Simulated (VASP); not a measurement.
The system is Ag.

```xyz
4
Lattice="2.8862 0.0000 0.0000 -1.4431 2.4995 0.0000 0.0000 0.0000 10.0000" Properties=species:S:1:pos:R:3 pbc="T T T"
Ag    0.0000    1.6663    2.5000
Ag    1.4431    0.8332    7.5000
Ag    0.0000    0.0000    0.0000
Ag    0.0000    0.0000    5.0000
```

This isn't the form of Ag at room conditions, which is fcc.

- Program: VASP 6.6.1
- Task: relaxation of cell and atoms
- Functional: PBEsol
- Potentials or basis: VASP PAW PBE potentials, release 64 (Ag)
- Cutoff: 600 eV
- k mesh: 18 × 18 × 4
- Occupations: gaussian, width 0.1 eV
- Spin: no spin polarisation

At the start: pressure -7.0 GPa; volume 18.04 Å³/atom.

Problem. Where does the relaxation end?

Solution. Over 11 steps the energy falls by 47.5 meV/atom and the volume is 16.63 Å³/atom (-7.8 %); space group P6_3/mmc (No. 194, to 0.1 Å) before and after.

The path:
```tsv
step	energy change (eV)	largest force (eV/Å)	pressure (GPa)	volume (Å³)
1	0.0000	0.0000	-7.04	72.14
2	-0.1277	0.0000	5.13	64.17
3	-0.1549	0.0000	0.77	66.31
4	-0.1842	0.0000	0.66	66.25
5	-0.1893	0.0000	0.62	66.19
6	-0.1895	0.0000	-0.35	66.84
7	-0.1900	0.0000	-0.05	66.53
8	-0.1900	0.0000	0.08	66.50
9	-0.1900	0.0000	0.04	66.52
10	-0.1900	0.0000	0.04	66.53
11	-0.1900	0.0000	0.03	66.53
```

Final structure:
```xyz
4
Lattice="2.8693 0.0000 0.0000 -1.4346 2.4849 0.0000 0.0000 0.0000 9.3318" Properties=species:S:1:pos:R:3 pbc="T T T"
Ag    0.0000    1.6566    2.3330
Ag    1.4346    0.8283    6.9989
Ag    0.0000    0.0000    0.0000
Ag    0.0000    0.0000    4.6659
```

Caveat: the PAW data sets were made with another functional, which shifts forces and pressure a little.
